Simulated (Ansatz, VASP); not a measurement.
# CsCl in VASP and in Ansatz

```
Cs Cl
1.0
     3.96923    0.00000    0.00000
     0.00000    3.96923    0.00000
     0.00000    0.00000    3.96923
Cs Cl
1 1
Direct
  0.00000 0.00000 0.00000
  0.50000 0.50000 0.50000
```

Alike in both runs: functional LDA; k mesh 6 × 6 × 6; occupations gaussian, width 0.02 eV; no spin polarisation.

Ansatz relaxed the structure, and its values are those at the end. VASP's run is a single point on that final structure, the one shown.

|  | VASP | Ansatz |
| --- | --- | --- |
| version | VASP 6.6.1 | Ansatz 0.2.0 |
| potentials or method | VASP PAW LDA potentials, release 64 (Cs_sv, Cl), cutoff 500 eV | scalar-relativistic, plane waves, PAW |
| valence electrons in the cell | 16 | 16 |

```csv
,VASP,Ansatz,Ansatz less VASP
gap on the k mesh at the Fermi level (eV),4.97,4.99,+0.027
least direct gap on the mesh (eV),4.97,4.99,+0.027
pressure (GPa),0.1,0.0,-0.09
```

LDA's correlation is that of Perdew and Zunger in VASP and of Perdew and Wang (1992) in Ansatz.

Spin-orbit coupling is off throughout.
